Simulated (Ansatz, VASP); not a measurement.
# One calculation of ZnSe2, two programs

```
CELL_PARAMETERS angstrom
6.23922 0.00000 0.00000
0.00000 6.23922 0.00000
0.00000 0.00000 6.23922
ATOMIC_POSITIONS crystal
Zn 0.50000 0.50000 0.00000
Zn 0.50000 0.00000 0.50000
Zn 0.00000 0.50000 0.50000
Zn 0.00000 0.00000 0.00000
Se 0.10996 0.89004 0.39004
Se 0.89004 0.39004 0.10996
Se 0.39004 0.10996 0.89004
Se 0.60996 0.60996 0.60996
Se 0.89004 0.10996 0.60996
Se 0.10996 0.60996 0.89004
Se 0.60996 0.89004 0.10996
Se 0.39004 0.39004 0.39004
```

Alike in both runs: functional PBEsol; k mesh 4 × 4 × 4; occupations gaussian, width 0.02 eV; no spin polarisation.

Ansatz relaxed the structure, and its values are those at the end. VASP's run is a single point on that final structure, the one shown.

|  | VASP | Ansatz |
| --- | --- | --- |
| version | VASP 6.6.1 | Ansatz 0.2.0 |
| potentials or method | VASP PAW PBE potentials, release 64 (Zn, Se), cutoff 520 eV | scalar-relativistic, plane waves, PAW |
| valence electrons in the cell | 96 | 176 |

|  | VASP | Ansatz | Ansatz less VASP |
| --- | --- | --- | --- |
| gap on the k mesh at the Fermi level (eV) | 0.72 | 0.72 | +0.002 |
| least direct gap on the mesh (eV) | 0.84 | 0.84 | -0.005 |
| pressure (GPa) | 0.3 | 0.0 | -0.26 |
| rms of the force components (eV/Å) | 0.012 | 0.000 | -0.0123 |

VASP's potentials were made for PBE, not for PBEsol. The functional is the same, so the differences come from potentials, cutoffs and numerics. VASP's potentials hold 96 valence electrons a cell and Ansatz's 176, so a difference there can come from the potentials and not from the codes.
